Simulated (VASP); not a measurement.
Wanted: the native input for a VASP 6.6.1 run.

```yaml
Task: single point
Functional: r2SCAN
Potentials_or_basis: VASP PAW PBE potentials, release 64 (W_sv, Se)
Cutoff: 520 eV
k_mesh: 12 × 12 × 2
Occupations: gaussian, width 0.02 eV
Spin: no spin polarisation
Dipole_correction: no
Further_INCAR_settings: ALGO = Normal; EDIFF = 1e-06; NBANDS = 35
```

The system is WSe2.

```
W Se
1.0
     3.31523    0.00000    0.00000
    -1.65761    2.87107    0.00000
     0.00000    0.00000   13.71250
W Se
2 4
Direct
  0.33333 0.66667 0.25000
  0.66667 0.33333 0.75000
  0.33333 0.66667 0.62883
  0.66667 0.33333 0.12883
  0.33333 0.66667 0.87117
  0.66667 0.33333 0.37117
```

One way to write it, as run:

POSCAR

```
WSe2
1.0
    3.3152289721      0.0000000000      0.0000000000
   -1.6576144860      2.8710725092      0.0000000000
    0.0000000000      0.0000000000     13.7125020895
W Se
2 4
Direct
    0.3333333333      0.6666666667      0.2500000000
    0.6666666667      0.3333333333      0.7500000000
    0.3333333333      0.6666666667      0.6288316839
    0.6666666667      0.3333333333      0.1288316839
    0.3333333333      0.6666666667      0.8711683161
    0.6666666667      0.3333333333      0.3711683161
```

INCAR.step1

```
ALGO     = Normal         # electronic algorithm
EDIFF    = 1E-4           # SCF threshold, eV
ENCUT    = 520            # plane-wave cutoff, eV
GGA      = PE             # functional
ISMEAR   = 0              # smearing method
LASPH    = T              # aspherical terms in the spheres
LCHARG   = F              # write CHGCAR
LREAL    = F              # projectors in reciprocal space
LWAVE    = T              # write WAVECAR
NBANDS   = 35             # bands
NELM     = 100            # most SCF steps
PREC     = Accurate       # precision mode
SIGMA    = 0.02           # smearing width, eV
```

INCAR.step2

```
ALGO     = Normal         # electronic algorithm
EDIFF    = 1E-6           # SCF threshold, eV
ENCUT    = 520            # plane-wave cutoff, eV
ISIF     = 2              # what is computed and relaxed
ISMEAR   = 0              # smearing method
ISTART   = 1            
LASPH    = T              # aspherical terms in the spheres
LCHARG   = F              # write CHGCAR
LMIXTAU  = T            
LREAL    = F              # projectors in reciprocal space
LWAVE    = F              # write WAVECAR
METAGGA  = R2SCAN         # meta-GGA
NBANDS   = 35             # bands
NELM     = 100            # most SCF steps
PREC     = Accurate       # precision mode
SIGMA    = 0.02           # smearing width, eV
```

KPOINTS

```
k-points
0
Gamma
  12 12 2
```

Potentials or basis: VASP PAW PBE potentials, release 64 (W_sv, Se).

Run with:

```sh
$ cat potpaw_PBE.64/W_sv/POTCAR potpaw_PBE.64/Se/POTCAR > POTCAR
$ cp INCAR.step1 INCAR
$ mpirun -np 1 vasp_std > vasp.out
$ cp INCAR.step2 INCAR
$ mpirun -np 1 vasp_std > vasp.out
```

It gave:

* Pressure: 0.3 GPa
* Largest force: 0.045 eV/Å
* Band gap on the k mesh: 1.34 eV (least direct gap 1.58 eV)

Caveat: the PAW data sets were made with another functional, which shifts forces and pressure a little; spin-orbit coupling is left out, which moves the levels of the heavy elements.

Run time: 18 min on 1 thread of Intel Xeon 8259CL (shared host), peak memory 0.39 GiB.
